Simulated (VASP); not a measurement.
# Si (P2_1) in VASP: single point with PBE

Aim: the single point of Si with PBE.

Program: VASP 6.6.1. These are calculated values, not measurements. Logs are shortened: lines on timing, memory, paths and dates and some standing lists are left out, and cuts for length are marked.

### Step 1. The cell of the first run

The structure is monoclinic, space group P2_1 (No. 4). The conventional cell has a = 3.868 Å, b = 5.470 Å, c = 3.868 Å, α = 90.00°, β = 90.00°, γ = 90.00°. Si (site symmetry 1) has 4 Si at 2.30 to 2.44 Å within 3.0 Å. Within 3.0 Å of Si (site symmetry 1) lie 4 Si at 2.30 to 2.44 Å.

### Step 2. Single point, PBE (atoms displaced along several vibrational modes)

Contents of INCAR:

```
ALGO = Normal
EDIFF = 1E-7
ENCUT = 520
GGA = PE
ISIF = 2
ISMEAR = 0
LASPH = True
LCHARG = False
LREAL = False
LWAVE = False
NBANDS = 16
NELM = 80
PREC = Accurate
SIGMA = 0.05
```

Contents of KPOINTS:

```
k-points
0
Gamma
  8 8 6
```

Contents of POSCAR:

```
Si
1.0
    0.0000000000     -2.7347607592     -2.7347607592
    0.0000000000      2.7347607592     -2.7347607592
    5.4695215184      0.0000000000      0.0000000000
Si
4
Direct
    0.5183343031      0.5176884985      0.0000000000
   -0.0183343031     -0.0176884985      0.5000000000
    0.9975219114      0.4592995338      0.2500000000
    0.5024780886      0.0407004662      0.7500000000
```

Potentials or basis: VASP PAW PBE potentials, release 64 (Si).

Launch:

```bash
$ cat potpaw_PBE.64/Si/POTCAR > POTCAR
$ mpirun -np 1 vasp_std > vasp.out
```

OUTCAR:

```text
EDIFF = 1E-7
   ENCUT = 520
   GGA = PE
   ISIF = 2
   ISMEAR = 0
   LASPH = True
   LREAL = False
   NELM = 80
   PREC = Accurate

 ion  position               nearest neighbor table
   1  0.518  0.518  0.000-   4 2.30   3 2.31   4 2.44   3 2.44
   2  0.982  0.982  0.500-   3 2.30   4 2.31   3 2.44   4 2.44
   3  0.998  0.459  0.250-   2 2.30   1 2.31   2 2.44   1 2.44
   4  0.502  0.041  0.750-   1 2.30   2 2.31   1 2.44   2 2.44

  LATTYP: Found a simple tetragonal cell.
 ALAT       =     3.8675357555
 C/A-ratio  =     1.4142135624

  Lattice vectors:

 A1 = (   0.0000000000,  -2.7347607592,  -2.7347607592)
 A2 = (   0.0000000000,   2.7347607592,  -2.7347607592)
 A3 = (   5.4695215184,   0.0000000000,   0.0000000000)

Analysis of symmetry for initial positions (statically):
=====================================================================
 Subroutine PRICEL returns:
 Original cell was already a primitive cell.

 Routine SETGRP: Setting up the symmetry group for a
 simple tetragonal supercell.

 Subroutine GETGRP returns: Found  2 space group operations
 (whereof  1 operations were pure point group operations)
 out of a pool of 16 trial point group operations.

The static configuration has the point symmetry C_1 .
 The point group associated with its full space group is C_2 .

Analysis of symmetry for dynamics (positions and initial velocities):
=====================================================================
 Subroutine PRICEL returns:
 Original cell was already a primitive cell.

 Routine SETGRP: Setting up the symmetry group for a
 simple tetragonal supercell.

 Subroutine GETGRP returns: Found  2 space group operations
 (whereof  1 operations were pure point group operations)
 out of a pool of 16 trial point group operations.

The dynamic configuration has the point symmetry C_1 .
 The point group associated with its full space group is C_2 .

 Subroutine INISYM returns: Found  2 space group operations
 (whereof  1 operations are pure point group operations),
 and found     1 'primitive' translations

----------------------------------------------------------------------------------------

                                     Primitive cell

  volume of cell :      81.8122

[... 91 lines left out ...]
   NELM   =     80;   NELMIN=  2; NELMDL= -5     # of ELM steps
   EDIFF  = 0.1E-06   stopping-criterion for ELM
   LREAL  =      F    real-space projection
   EDIFFG = 0.1E-05   stopping-criterion for IOM
   NSW    =      0    number of steps for IOM
   IBRION =     -1    ionic relax: 0-MD 1-quasi-New 2-CG
   NFREE  =      0    steps in history (QN), initial steepest desc. (CG)
   ISIF   =      2    stress and relaxation
   ISYM   =      2    0-nonsym 1-usesym 2-fastsym
   POTIM  = 0.5000    time-step for ionic-motion
   TEBEG  =    0.0;   TEEND  =   0.0 temperature during run
   PSTRESS=    0.0 pullay stress
   NELECT =      16.0000    total number of electrons
   NUPDOWN=      -1.0000    fix difference up-down
   EMIN   =  10.00;   EMAX   =-10.00  energy-range for DOS
   EFERMI =   0.00;   METHOD = LEGACY
   ISMEAR =     0;   SIGMA  =   0.05  broadening in eV -4-tet -1-fermi 0-gaus
   EFERMI_NEDOS =   21; number of points for ismear=-14 and -15
   IALGO  =     38    algorithm
   IMIX   =      4    mixing-type and parameters
     AMIX     =   0.40;   BMIX     =  1.00
     AMIX_MAG =   1.60;   BMIX_MAG =  1.00
  volume/ion in A,a.u.               =      20.45       138.02
  Fermi-wavevector in a.u.,A,eV,Ry     =   0.950259  1.795730 12.285964  0.902993
  Thomas-Fermi vector in A             =   2.078619
   LORBIT       =      0    0 simple, 1 ext, 2 COOP (PROOUT), +10 PAW based schemes
   GGA     = PE    functional components
   LHFCALC =     F    Hartree Fock is set to
   AEXX    =    0.0000 exact exchange contribution
   IVDW    =     0    specifies the selected vdW correction
   LEPSILON=     F    determine dielectric tensor
   LRPA    =     F    only Hartree local field effects (RPA)
 non-spin polarized calculation
 Gauss-broadening in eV      SIGMA  =   0.05
  energy-cutoff  :      520.00
  volume of cell :       81.81
 maximum number of plane-waves:      2248
 NGX is ok and might be reduce to    30
   NGX = 15   NGY = 15   NGZ = 21

 number of electron      15.9999999 magnetization

 Free energy of the ion-electron system (eV)
  ---------------------------------------------------
  ext. energy  EPLUGINS =         0.00000000
  ---------------------------------------------------
  free energy    TOTEN  =       -21.49061100 eV

  energy without entropy =      -21.49061100  energy(sigma->0) =      -21.49061100

 E-fermi :   5.9311     XC(G=0):  -9.3361

 val. band max:        5.6768940709   @ k =   0.0000   0.0000   0.0000
 cond. band min:       6.1742713243   @ k =   0.5000   0.5000   0.0000
 fundamental gap:      0.4973772534
 Fermi energy:         5.9310992450

 k-point     1 :       0.0000    0.0000    0.0000
  band No.  band energies     occupation
      1      -6.2119      2.00000
      2      -2.1662      2.00000
      3      -2.1121      2.00000
      4       2.8149      2.00000
      5       2.8624      2.00000
      6       5.3984      2.00000
[... 433 lines left out ...]
      3      -1.2741      2.00000
      4       0.9336      2.00000
      5       1.8012      2.00000
      6       2.3173      2.00000
[... 8 lines left out ...]
     15      12.2854      0.00000
     16      12.9716      0.00000

 [... further k-points ...]

------------------------ aborting loop because EDIFF is reached ----------------------------------------

  FORCE on cell =-STRESS in cart. coord.  units (eV):
  Direction    XX          YY          ZZ          XY          YZ          ZX
  --------------------------------------------------------------------------------------
  -------------------------------------------------------------------------------------
  Total        0.2210200      0.1991438     -0.1961282      0.0000000     -0.1273511      0.0000000
  in kB        4.3283671      3.8999534     -3.8408975      0.0000000     -2.4939939      0.0000000
  external PRESSURE =       1.4624744 kB  Pullay stress =       0.0000000 kB

 VOLUME and BASIS-vectors are now :
 -----------------------------------------------------------------------------
  energy-cutoff  :      520.00
  volume of cell :       81.81
      direct lattice vectors                 reciprocal lattice vectors
     0.000000000 -2.734760759 -2.734760759     0.000000000 -0.182831349 -0.182831349
     0.000000000  2.734760759 -2.734760759     0.000000000  0.182831349 -0.182831349
     5.469521518  0.000000000  0.000000000     0.182831349  0.000000000  0.000000000

 POSITION                                       TOTAL-FORCE (eV/Angst)
 -----------------------------------------------------------------------------------
      0.00000     -0.00177     -2.83327         0.124482      1.066991      0.134357
      2.73476      0.00177     -5.37101         0.124482     -1.066991     -0.134357
      1.36738     -1.47191     -3.98406        -0.124482      0.304833     -1.336741
      4.10214     -1.26285     -1.48546        -0.124482     -0.304833      1.336741
 -----------------------------------------------------------------------------------
    total drift:                               -0.000007     -0.000000     -0.000000

  FREE ENERGIE OF THE ION-ELECTRON SYSTEM (eV)
  ---------------------------------------------------
  free  energy   TOTEN  =       -21.4906110005 eV

  energy  without entropy=      -21.4906110005  energy(sigma->0) =      -21.49061100
```

stdout:

```text
POSCAR found type information on POSCAR Si
 POSCAR found :  1 types and       4 ions
 scaLAPACK will be used
 LDA part: xc-table for (Slater+PW92), standard interpolation
 POSCAR, INCAR and KPOINTS ok, starting setup
 FFT: planning ... GRIDC
 FFT: planning ... GRID_SOFT
 FFT: planning ... GRID
 WAVECAR not read
 entering main loop
```

It took 67 s on 1 thread of AMD EPYC 9R45 (Zen 5), shared host; peak memory 0.23 GiB.

Results:

| Property | Result |
| --- | --- |
| Free energy | -21.4906 eV |
| Pressure | 0.1 GPa |
| Largest force | 1.377 eV/Å |
| Band gap on the k mesh | 0.50 eV (least direct gap 0.64 eV) |

Forces in eV/Å, atoms in the order of the input:
```
Si   0.124  1.067  0.134
Si   0.124 -1.067 -0.134
Si  -0.124  0.305 -1.337
Si  -0.124 -0.305  1.337
```

Levels at points of the mesh, in eV from the valence-band top:
```csv
k point,band 6,band 7,band 8,band 9,band 10,band 11
"(0.00, 0.00, 0.00)",-0.28,-0.03,0.00,0.64,0.83,2.49
"(0.50, 0.00, 0.00)",-3.65,-1.49,-1.21,2.19,2.37,4.44
"(0.00, 0.50, 0.00)",-3.66,-1.46,-1.14,2.23,2.44,4.39
"(0.50, 0.50, 0.00)",-2.88,-2.87,-2.70,0.50,0.69,0.70
"(0.00, 0.00, 0.50)",-1.89,-1.85,-1.85,1.06,1.06,2.91
"(0.50, 0.00, 0.50)",-1.41,-1.05,-1.05,1.37,1.37,3.11
"(0.00, 0.50, 0.50)",-1.38,-1.06,-1.06,1.35,1.35,3.16
"(0.50, 0.50, 0.50)",-3.92,-3.71,-3.71,3.84,3.84,4.29
```

Caveat: the cell differs from its parent crystal (atoms displaced along several vibrational modes); forces of over 1 eV/Å act on the atoms, so gaps and moduli don't describe the material at rest. A k mesh can miss the band edges.
